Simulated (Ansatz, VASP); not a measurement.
Au: VASP beside Ansatz

```
Au
1.0
     0.00000    2.01482    2.07618
     2.01482    0.00000    2.07618
     2.01482    2.01482    0.00000
Au
1
Direct
  0.00000 0.00000 0.00000
```

Change from the starting cell: strain -0.015 along x and y, +0.015 along z, atoms carried along.

Alike in both runs: task single point; functional PBE; k mesh 20 × 20 × 20; occupations gaussian, width 0.15 eV; no spin polarisation.

```csv
,VASP,Ansatz
version,VASP 6.6.1,Ansatz 0.2.0
potentials or method,"VASP PAW PBE potentials, release 64 (Au), cutoff 520 eV","scalar-relativistic, plane waves, PAW"
valence electrons in the cell,11,19
```

```tsv
	VASP	Ansatz	Ansatz less VASP
gap on the k mesh at the Fermi level (eV)	none	none	-
pressure (GPa)	10.6	10.9	+0.32
traceless stress, the component that is largest in VASP (GPa)	-0.77	-0.77	+0.004
```

A gap of «none» marks a metal or a gap that the smearing closes. VASP's potentials hold 11 valence electrons a cell and Ansatz's 19, so a difference there can come from the potentials and not from the codes.

Neither program's run includes spin-orbit coupling.
